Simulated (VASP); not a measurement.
# Tl (P6_3/mmc) in VASP: settings compared

Aim: see how the results for Tl move with the level of theory and the settings. Levels: PBEsol, LDA. Tasks: single point, relaxation of cell and atoms.

Everything below comes from runs of VASP 6.6.1. Logs are shortened: lines on timing, memory, paths and dates and some standing lists are left out, and cuts for length are marked.

## Step 1: The cell of the first run

The structure is hexagonal, space group P6_3/mmc (No. 194). The conventional cell has a = 3.456 Å, b = 3.456 Å, c = 5.525 Å, α = 90.00°, β = 90.00°, γ = 120.00°. Tl (site symmetry -6m2) has 12 Tl at 3.41 to 3.46 Å within 4.5 Å.

## Step 2: Single point, PBEsol

INCAR reads:

```
SYSTEM = Tl
PREC = Accurate
ENCUT = 520
EDIFF = 1E-6
ISMEAR = -1
SIGMA = 0.05
LREAL = .FALSE.
LASPH = .TRUE.
NELM = 100
ALGO = Normal
ISIF = 2
LWAVE = .FALSE.
LCHARG = .FALSE.
GGA = PS
NBANDS = 20
```

KPOINTS reads:

```
regular mesh
0
G
  13 13 7
  0 0 0
```

POSCAR reads:

```
Tl
1.0
    3.4560000000      0.0000000000      0.0000000000
   -1.7280000000      2.9929837955      0.0000000000
    0.0000000000      0.0000000000      5.5250000000
Tl
2
Direct
    0.6666666667      0.3333333333      0.7500000000
    0.3333333333      0.6666666667      0.2500000000
```

Potentials or basis: VASP PAW PBE potentials, release 64 (Tl_d).

Run with:

```console
$ cat potpaw_PBE.64/Tl_d/POTCAR > POTCAR
$ mpirun -np 1 vasp_std > vasp.out
```

OUTCAR:

```text
SYSTEM = Tl
   PREC = Accurate
   ENCUT = 520
   EDIFF = 1E-6
   ISMEAR = -1
   LREAL = .FALSE.
   LASPH = .TRUE.
   NELM = 100
   ISIF = 2
   GGA = PS

 ion  position               nearest neighbor table
   1  0.667  0.333  0.750-   2 3.41   2 3.41   2 3.41   2 3.41   2 3.41   2 3.41
   2  0.333  0.667  0.250-   1 3.41   1 3.41   1 3.41   1 3.41   1 3.41   1 3.41

  LATTYP: Found a hexagonal cell.
 ALAT       =     3.4560000000
 C/A-ratio  =     1.5986689815

  Lattice vectors:

 A1 = (   3.4560000000,   0.0000000000,   0.0000000000)
 A2 = (  -1.7280000000,   2.9929837955,   0.0000000000)
 A3 = (   0.0000000000,   0.0000000000,   5.5250000000)

Analysis of symmetry for initial positions (statically):
=====================================================================
 Subroutine PRICEL returns:
 Original cell was already a primitive cell.

 Routine SETGRP: Setting up the symmetry group for a
 hexagonal supercell.

 Subroutine GETGRP returns: Found 24 space group operations
 (whereof 12 operations were pure point group operations)
 out of a pool of 24 trial point group operations.

The static configuration has the point symmetry D_3d.
 The point group associated with its full space group is D_6h.

Analysis of symmetry for dynamics (positions and initial velocities):
=====================================================================
 Subroutine PRICEL returns:
 Original cell was already a primitive cell.

 Routine SETGRP: Setting up the symmetry group for a
 hexagonal supercell.

 Subroutine GETGRP returns: Found 24 space group operations
 (whereof 12 operations were pure point group operations)
 out of a pool of 24 trial point group operations.

The dynamic configuration has the point symmetry D_3d.
 The point group associated with its full space group is D_6h.

 Subroutine INISYM returns: Found 24 space group operations
 (whereof 12 operations are pure point group operations),
 and found     1 'primitive' translations

----------------------------------------------------------------------------------------

                                     Primitive cell

  volume of cell :      57.1492

  direct lattice vectors                    reciprocal lattice vectors
     3.456000000  0.000000000  0.000000000     0.289351852  0.167057370  0.000000000
    -1.728000000  2.992983795  0.000000000     0.000000000  0.334114739  0.000000000
     0.000000000  0.000000000  5.525000000     0.000000000  0.000000000  0.180995475

  length of vectors
     3.456000000  3.456000000  5.525000000     0.334114739  0.334114739  0.180995475

  position of ions in fractional coordinates (direct lattice)
     0.666666667  0.333333333  0.750000000
     0.333333333  0.666666667  0.250000000

  ion indices of the primitive-cell ions
   primitive index   ion index
                 1           1
                 2           2

----------------------------------------------------------------------------------------

 KPOINTS: regular mesh

Automatic generation of k-mesh.
 Grid dimensions read from file:
 generate k-points for:   13   13    7

 Generating k-lattice:

  Cartesian coordinates                     Fractional coordinates (reciprocal lattice)
     0.022257835  0.012850567  0.000000000     0.076923077 -0.000000000  0.000000000
     0.000000000  0.025701134  0.000000000     0.000000000  0.076923077  0.000000000
     0.000000000  0.000000000  0.025856496     0.000000000  0.000000000  0.142857143

  Length of vectors
     0.025701134  0.025701134  0.025856496

  Shift w.r.t. Gamma in fractional coordinates (k-lattice)
     0.000000000  0.000000000  0.000000000

 Subroutine IBZKPT returns following result:
 ===========================================

 Found     84 irreducible k-points:

 Following reciprocal coordinates:
            Coordinates               Weight
  0.000000  0.000000  0.000000      1.000000
  0.076923  0.000000  0.000000      6.000000
  0.153846  0.000000  0.000000      6.000000
  0.230769  0.000000  0.000000      6.000000
  0.307692  0.000000  0.000000      6.000000
  0.384615 -0.000000  0.000000      6.000000
[... 16 lines left out ...]
  0.076923  0.000000  0.142857     12.000000
  0.153846  0.000000  0.142857     12.000000
 [... further k-points ...]
   k-points           NKPTS =     84   k-points in BZ     NKDIM =     84   number of bands    NBANDS=     20
   number of dos      NEDOS =    301   number of ions     NIONS =      2
   total plane-waves  NPLWV =  32928
   dimension x,y,z NGX =    28 NGY =   28 NGZ =   42
   dimension x,y,z NGXF=    56 NGYF=   56 NGZF=   84
   ions per type =               2
   NGX,Y,Z   is equivalent  to a cutoff of  13.47, 13.47, 12.64 a.u.
   NGXF,Y,Z  is equivalent  to a cutoff of  26.94, 26.94, 25.28 a.u.
 SYSTEM =  Tl
   PREC   = accura    normal or accurate (medium, high low for compatibility)
   ISTART =      0    job   : 0-new  1-cont  2-samecut
   ICHARG =      2    charge: 1-file 2-atom 10-const
   ISPIN  =      1    spin polarized calculation?
   LNONCOLLINEAR =      F non collinear calculations
   LSORBIT =      F    spin-orbit coupling
   LASPH  =      T    aspherical Exc in radial PAW
   ENCUT  =  520.0 eV  38.22 Ry    6.18 a.u.   6.43  6.43 10.27*2*pi/ulx,y,z
   NELM   =    100;   NELMIN=  2; NELMDL= -5     # of ELM steps
   EDIFF  = 0.1E-05   stopping-criterion for ELM
   LREAL  =      F    real-space projection
   EDIFFG = 0.1E-04   stopping-criterion for IOM
   NSW    =      0    number of steps for IOM
   IBRION =     -1    ionic relax: 0-MD 1-quasi-New 2-CG
   NFREE  =      0    steps in history (QN), initial steepest desc. (CG)
   ISIF   =      2    stress and relaxation
   ISYM   =      2    0-nonsym 1-usesym 2-fastsym
   POTIM  = 0.5000    time-step for ionic-motion
   TEBEG  =    0.0;   TEEND  =   0.0 temperature during run
   PSTRESS=    0.0 pullay stress
   NELECT =      26.0000    total number of electrons
   NUPDOWN=      -1.0000    fix difference up-down
   EMIN   =  10.00;   EMAX   =-10.00  energy-range for DOS
   EFERMI =   0.00;   METHOD = LEGACY
   ISMEAR =    -1;   SIGMA  =   0.05  broadening in eV -4-tet -1-fermi 0-gaus
   EFERMI_NEDOS =   21; number of points for ismear=-14 and -15
   IALGO  =     38    algorithm
   IMIX   =      4    mixing-type and parameters
     AMIX     =   0.40;   BMIX     =  1.00
     AMIX_MAG =   1.60;   BMIX_MAG =  1.00
  volume/ion in A,a.u.               =      28.57       192.83
  Fermi-wavevector in a.u.,A,eV,Ry     =   1.259107  2.379366 21.569987  1.585349
  Thomas-Fermi vector in A             =   2.392683
   LORBIT       =      0    0 simple, 1 ext, 2 COOP (PROOUT), +10 PAW based schemes
   GGA     = PS    functional components
   LHFCALC =     F    Hartree Fock is set to
   AEXX    =    0.0000 exact exchange contribution
   IVDW    =     0    specifies the selected vdW correction
   LEPSILON=     F    determine dielectric tensor
   LRPA    =     F    only Hartree local field effects (RPA)
 non-spin polarized calculation
  energy-cutoff  :      520.00
  volume of cell :       57.15
 maximum number of plane-waves:      1556
 NGX is ok and might be reduce to    28
   NGX = 13   NGY = 13   NGZ = 21

 number of electron      26.0000004 magnetization

 Free energy of the ion-electron system (eV)
  ---------------------------------------------------
  ext. energy  EPLUGINS =         0.00000000
  ---------------------------------------------------
  free energy    TOTEN  =        -5.26643955 eV

  energy without entropy =       -5.25956283  energy(sigma->0) =       -5.26300119

 E-fermi :   6.3992     XC(G=0): -10.3702

 val. band max:        6.3276082448   @ k =   0.3846   0.0769   0.2857
 cond. band min:       6.4071591721   @ k =   0.3077   0.0000   0.2857
 fundamental gap:      0.0795509273
 Fermi energy:         6.3992214923

 k-point     1 :       0.0000    0.0000    0.0000
  band No.  band energies     occupation
      1      -5.3579      2.00000
      2      -5.1225      2.00000
      3      -5.1002      2.00000
      4      -5.1002      2.00000
      5      -5.0460      2.00000
      6      -5.0460      2.00000
[... 12 lines left out ...]
     19      17.1976      0.00000
     20      17.3057      0.00000

 k-point     2 :       0.0769    0.0000    0.0000
  band No.  band energies     occupation
      1      -5.3372      2.00000
      2      -5.1488      2.00000
      3      -5.0746      2.00000
      4      -5.0690      2.00000
      5      -5.0476      2.00000
      6      -5.0221      2.00000
[... 12 lines left out ...]
     19      17.3273      0.00000
     20      17.7926      0.00000

 k-point     3 :       0.1538    0.0000    0.0000
  band No.  band energies     occupation
      1      -5.3080      2.00000
      2      -5.1657      2.00000
      3      -5.0650      2.00000
      4      -5.0435      2.00000
      5      -5.0267      2.00000
      6      -5.0032      2.00000
[... 12 lines left out ...]
     19      16.8235      0.00000
     20      18.3147      0.00000

 k-point     4 :       0.2308    0.0000    0.0000
  band No.  band energies     occupation
      1      -5.3369      2.00000
      2      -5.1525      2.00000
      3      -5.1153      2.00000
      4      -5.0667      2.00000
      5      -5.0583      2.00000
      6      -4.9197      2.00000
[... 12 lines left out ...]
     19      16.2451      0.00000
     20      17.5597      0.00000

 k-point     5 :       0.3077    0.0000    0.0000
  band No.  band energies     occupation
      1      -5.3934      2.00000
      2      -5.2001      2.00000
      3      -5.1815      2.00000
      4      -5.1060      2.00000
      5      -5.0007      2.00000
      6      -4.8654      2.00000
[... 12 lines left out ...]
     19      15.5248      0.00000
     20      16.8839      0.00000
[... 353 lines left out ...]
      6      -4.9557      2.00000
[... 12 lines left out ...]
     19      13.0205      0.00000
     20      21.4019      0.00000

 k-point    22 :       0.0000    0.0000    0.1429
  band No.  band energies     occupation
      1      -5.3430      2.00000
      2      -5.1264      2.00000
      3      -5.1204      2.00000
      4      -5.1204      2.00000
      5      -5.0580      2.00000
      6      -5.0580      2.00000
[... 12 lines left out ...]
     19      16.6752      0.00000
     20      17.1649      0.00000

 k-point    23 :       0.0769    0.0000    0.1429
  band No.  band energies     occupation
      1      -5.3232      2.00000
      2      -5.1475      2.00000
      3      -5.1021      2.00000
      4      -5.0998      2.00000
      5      -5.0609      2.00000
      6      -5.0343      2.00000
[... 12 lines left out ...]
     19      16.9200      0.00000
     20      17.6003      0.00000

 k-point    24 :       0.1538    0.0000    0.1429
  band No.  band energies     occupation
      1      -5.2979      2.00000
      2      -5.1574      2.00000
      3      -5.0999      2.00000
      4      -5.0733      2.00000
      5      -5.0586      2.00000
      6      -4.9677      2.00000
[... 12 lines left out ...]
     19      16.4183      0.00000
     20      17.7418      0.00000

 [... further k-points ...]

------------------------ aborting loop because EDIFF is reached ----------------------------------------

  FORCE on cell =-STRESS in cart. coord.  units (eV):
  Direction    XX          YY          ZZ          XY          YZ          ZX
  --------------------------------------------------------------------------------------
  -------------------------------------------------------------------------------------
  Total        0.1153959      0.1153959     -0.2930558      0.0000000     -0.0000000      0.0000000
  in kB        3.2351200      3.2351200     -8.2158139      0.0000000     -0.0000000      0.0000000
  external PRESSURE =      -0.5818579 kB  Pullay stress =       0.0000000 kB

 VOLUME and BASIS-vectors are now :
 -----------------------------------------------------------------------------
  energy-cutoff  :      520.00
  volume of cell :       57.15
      direct lattice vectors                 reciprocal lattice vectors
     3.456000000  0.000000000  0.000000000     0.289351852  0.167057370  0.000000000
    -1.728000000  2.992983795  0.000000000     0.000000000  0.334114739  0.000000000
     0.000000000  0.000000000  5.525000000     0.000000000  0.000000000  0.180995475

 POSITION                                       TOTAL-FORCE (eV/Angst)
 -----------------------------------------------------------------------------------
      1.72800      0.99766      4.14375         0.000000     -0.000000      0.000000
     -0.00000      1.99532      1.38125        -0.000000      0.000000      0.000000
 -----------------------------------------------------------------------------------
    total drift:                               -0.000000      0.000000     -0.000000

  FREE ENERGIE OF THE ION-ELECTRON SYSTEM (eV)
  ---------------------------------------------------
  free  energy   TOTEN  =        -5.2664395504 eV

  energy  without entropy=       -5.2595628324  energy(sigma->0) =       -5.26300119
```

It took 47 s on 1 thread of AMD EPYC 7R13 (Zen 3), shared host; peak memory 0.19 GiB.

Results:

| Quantity | Value |
| --- | --- |
| Free energy | -5.2664 eV |
| Pressure | -0.1 GPa |
| Band gap on the k mesh | zero (bands 13 and 14 overlap by 4.30 eV) |

Stress tensor (GPa, compression positive):
```
 0.32  0.00  0.00
 0.00  0.32  0.00
 0.00  0.00 -0.82
```

Levels at points of the mesh, in eV from the Fermi level:
```csv
k point,band 10,band 11,band 12,band 13,band 14,band 15,band 16,band 17
"(0.00, 0.00, 0.00)",-11.04,-10.08,-5.12,-2.88,7.96,7.96,10.05,10.05
```

Caveat: the PAW data sets were made with another functional, which shifts forces and pressure a little; spin-orbit coupling is left out, which moves the levels of the heavy elements.

## Step 3: Single point, LDA

This run uses another cell than the first one, of 27.24 Å³/atom.

INCAR reads:

```
PREC     = Accurate       # precision mode
ENCUT    = 520            # plane-wave cutoff, eV
EDIFF    = 1E-6           # SCF threshold, eV
ISMEAR   = -1             # smearing method
SIGMA    = 0.05           # smearing width, eV
LREAL    = F              # projectors in reciprocal space
LASPH    = T              # aspherical terms in the spheres
NELM     = 100            # most SCF steps
ALGO     = Normal         # electronic algorithm
ISIF     = 2              # what is computed and relaxed
LWAVE    = F              # write WAVECAR
LCHARG   = T              # write CHGCAR
LELF     = T              # ELF
LVHAR    = T            
NBANDS   = 20             # bands
```

KPOINTS reads:

```
Automatic mesh
0
Gamma
  7 7 4
```

POSCAR reads:

```
Tl
1.0
    3.3655159299      0.0000000000      0.0000000000
   -1.6827579650      2.9146222922      0.0000000000
    0.0000000000      0.0000000000      5.5544823740
Tl
2
Direct
    0.6666666667      0.3333333333      0.7500000000
    0.3333333333      0.6666666667      0.2500000000
```

Potentials or basis: VASP PAW LDA potentials, release 64 (Tl_d).

Run with:

```console
$ cat potpaw_LDA.64/Tl_d/POTCAR > POTCAR
$ mpirun -np 1 vasp_std > vasp.out
```

Run time: 13 s. Hardware: 1 thread of Intel Xeon Platinum 8559C (Emerald Rapids), shared host; peak memory 0.15 GiB.

It converged, with:

| Item | Value |
| --- | --- |
| Free energy | -5.8091 eV |
| Pressure | 0.1 GPa |
| Band gap on the k mesh | zero (bands 13 and 14 overlap by 5.33 eV) |

Levels at points of the mesh, in eV from the Fermi level:
| k point | band 11 | band 12 | band 13 | band 14 | band 15 | band 16 |
| --- | --- | --- | --- | --- | --- | --- |
| (0.00, 0.00, 0.00) | -10.45 | -5.46 | -3.22 | 8.61 | 8.61 | 10.40 |
| (0.00, 0.00, 0.50) | -8.99 | -8.99 | 2.98 | 2.98 | 9.57 | 9.57 |

Caveat: spin-orbit coupling is left out, which moves the levels of the heavy elements.

## Step 4: Single point, LDA

INCAR reads:

```
PREC = Accurate
ENCUT = 520
EDIFF = 1E-6
ISMEAR = -1
SIGMA = 0.05
LREAL = False
LASPH = True
NELM = 100
ALGO = Normal
ISIF = 2
LWAVE = False
LCHARG = True
LELF = True
LVHAR = True
NBANDS = 20
```

KPOINTS is that of step 3.

POSCAR reads:

```
Tl
1.0
    3.4560000000      0.0000000000      0.0000000000
   -1.7280000000      2.9929837955      0.0000000000
    0.0000000000      0.0000000000      5.5250000000
Tl
2
Direct
    0.6666666667      0.3333333333      0.7500000000
    0.3333333333      0.6666666667      0.2500000000
```

Run with:

```console
$ cat potpaw_LDA.64/Tl_d/POTCAR > POTCAR
$ mpirun -np 1 vasp_std > vasp.out
```

Wall time 11 s (1 thread of Intel Xeon Platinum 8559C (Emerald Rapids), shared host); peak memory 0.15 GiB.

The run converged. Its results:

| Item | Value |
| --- | --- |
| Free energy | -5.7907 eV |
| Pressure | -1.6 GPa |
| Band gap on the k mesh | zero (bands 13 and 14 overlap by 5.41 eV) |

Stress tensor (GPa, compression positive):
```
-2.00  0.00  0.00
 0.00 -2.00  0.00
 0.00  0.00 -0.85
```

Levels at points of the mesh, in eV from the Fermi level:
```
           k point  band 11  band 12  band 13  band 14  band 15  band 16
(0.00, 0.00, 0.00)   -10.08    -5.14    -2.88     7.90     7.90    10.00
(0.00, 0.00, 0.50)    -8.65    -8.65     3.32     3.32     8.88     8.88
```

Caveat: spin-orbit coupling is left out, which moves the levels of the heavy elements.

(Continued in part 2 of 2.)
